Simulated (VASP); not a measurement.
W: single point with PBEsol

The system is W.

```
W
1.0
     0.00000    2.00009    2.00009
     2.00009    0.00000    2.00009
     2.00009    2.00009    0.00000
W
1
Direct
  0.00000 0.00000 0.00000
```

```yaml
Program: VASP 6.6.1
Task: single point
Functional: PBEsol
Potentials_or_basis: VASP PAW PBE potentials, release 64 (W_sv)
Cutoff: 520 eV
k_mesh: 8 × 8 × 8
Occupations: gaussian, width 0.1 eV
Spin: no spin polarisation
Dipole_correction: no
Further_INCAR_settings: ALGO = Fast; EDIFF = 1e-06; NBANDS = 13
```

The pressure is 0.7 GPa and the band gap on the k mesh is zero (band 7 reaches 13.87 eV, above the bottom of band 8 at 10.06 eV).

Levels at points of the mesh, in eV from the Fermi level:
| k point | band 3 | band 4 | band 5 | band 6 | band 7 | band 8 | band 9 | band 10 | band 11 | band 12 |
| --- | --- | --- | --- | --- | --- | --- | --- | --- | --- | --- |
| (0.00, 0.00, 0.00) | -37.11 | -37.11 | -9.05 | -0.52 | -0.52 | -0.52 | 2.72 | 2.72 | 12.94 | 18.26 |
| (0.50, 0.00, 0.00) | -37.27 | -37.27 | -5.67 | -0.75 | -0.75 | 0.82 | 5.30 | 5.30 | 10.74 | 12.58 |
| (0.50, 0.50, 0.00) | -37.56 | -37.56 | -5.59 | -4.60 | 3.30 | 5.26 | 6.07 | 6.07 | 12.05 | 12.05 |

Run time: 3.8 s on 1 thread of AMD EPYC 9R45 (Zen 5), on a shared host, peak memory 0.1 GiB.

Caveat: the PAW data sets were made with another functional, which shifts forces and pressure a little; spin-orbit coupling is left out, which moves the levels of the heavy elements.
